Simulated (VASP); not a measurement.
Here is a VASP 6.6.1 calculation.

Contents of INCAR:

```
SYSTEM = PbF2
  ALGO = Normal
  EDIFF = 1E-8
  ENCUT = 520
  GGA = CA
  ISIF = 2
  ISMEAR = -1
  LASPH = .True.
  LCHARG = .False.
  LEFG = .True.
  LREAL = .False.
  LWAVE = .False.
  NBANDS = 21
  NELM = 60
  PREC = Accurate
  SIGMA = 0.03
```

Contents of KPOINTS:

```
k-points
0
Gamma
  7 7 7
  0 0 0
```

Contents of POSCAR:

```
PbF2
1.0
   -0.0296985000      2.9550007500      2.9550007500
    2.9550007500     -0.0296985000      2.9550007500
    2.9550007500      2.9550007500     -0.0296985000
Pb F
1 2
Direct
    0.0000000000      0.0000000000      0.0000000000
    0.2500000000      0.2500000000      0.2500000000
    0.7500000000      0.7500000000      0.7500000000
```

Potentials or basis: VASP PAW LDA potentials, release 64 (Pb_d, F).

Run with:

```sh
$ cat potpaw_LDA.64/Pb_d/POTCAR potpaw_LDA.64/F/POTCAR > POTCAR
$ mpirun -np 1 vasp_std > vasp.out
```

Problem. Predict the pressure.

Solution. -4.9 GPa.

Problem. Predict the band gap on the k mesh.

Solution. 4.25 eV, indirect (least direct gap 4.48 eV).

Problem. Estimate the largest force.

Solution. 0.036 eV/Å.

Stress tensor (GPa, compression positive):
```
-4.90  0.30  0.30
 0.30 -4.90  0.30
 0.30  0.30 -4.90
```

Caveat: the cell differs from its parent crystal (equal xy, yz and zx shear strains of -1 %); without QUAD_EFG the Cq values of the log hold for a quadrupole moment of 1 mb, not for the nuclei; spin-orbit coupling is left out, which moves the levels of the heavy elements. A k mesh can miss the band edges.
